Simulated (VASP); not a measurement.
Write the native input for VASP 6.6.1 that does the following.

| Quantity | Value |
| --- | --- |
| Task | single point |
| Functional | PBE |
| Potentials or basis | VASP PAW PBE potentials, release 64 (Sn_d, In_d, Na_pv) |
| Cutoff | 520 eV |
| k mesh | 4 × 4 × 2 |
| Occupations | fermi-dirac, width 0.1 eV |
| Spin | no spin polarisation |
| Dipole correction | no |
| Further INCAR settings | ALGO = Normal; EDIFF = 1e-07; NBANDS = 52; ISYM = 0 |

The structure of Na6InSn2 lies in POSCAR:

```
Na6InSn2
1.0
    0.0000000000      5.5601610000      0.0000000000
    5.1184610000     -2.7800800000      0.0000000000
    1.3285650000      0.0000000000     -9.3701300000
Sn In Na
2 1 6
Direct
    0.1447400000      0.2894800000      0.7509700000
    0.8552600000      0.7105200000      0.2490300000
    0.0000000000      0.0000000000      0.0000000000
    0.4703000000      0.9406000000      0.7247000000
    0.5297000000      0.0594000000      0.2753000000
    0.2926000000      0.5852000000      0.0705000000
    0.7074000000      0.4148000000      0.9295000000
    0.1736000000      0.3472000000      0.4092000000
    0.8264000000      0.6528000000      0.5908000000
```

The input as run:

INCAR

```
SYSTEM = Na6InSn2
ALGO = Normal ; EDIFF = 1E-7
ENCUT = 520 ; GGA = PE
ISIF = 2 ; ISMEAR = -1
ISYM = 0 ; LASPH = .True.
LCHARG = .False. ; LREAL = .False.
LWAVE = .False. ; NBANDS = 52
NELM = 80 ; PREC = Accurate
SIGMA = 0.1
```

KPOINTS

```
k-points
0
Gamma
  4 4 2
  0 0 0
```

Potentials or basis: VASP PAW PBE potentials, release 64 (Sn_d, In_d, Na_pv).

Command:

```bash
$ cat potpaw_PBE.64/Sn_d/POTCAR potpaw_PBE.64/In_d/POTCAR potpaw_PBE.64/Na_pv/POTCAR > POTCAR
$ mpirun -np 1 vasp_std > vasp.out
```

Results of the run:

| Property | Result |
| --- | --- |
| Pressure | 1.7 GPa |
| Largest force | 1.512 eV/Å |
| Band gap on the k mesh | zero (an odd number of electrons rules out a gap without spin polarisation) |

Caveat: spin-orbit coupling is left out, which moves the levels of the heavy elements; forces of over 1 eV/Å act on the atoms, so gaps and moduli don't describe the material at rest.

It took 3.3 min on 1 thread of Intel(R) Xeon(R) 6975P-C (Granite Rapids), with other jobs on the host, peak memory 0.51 GiB.
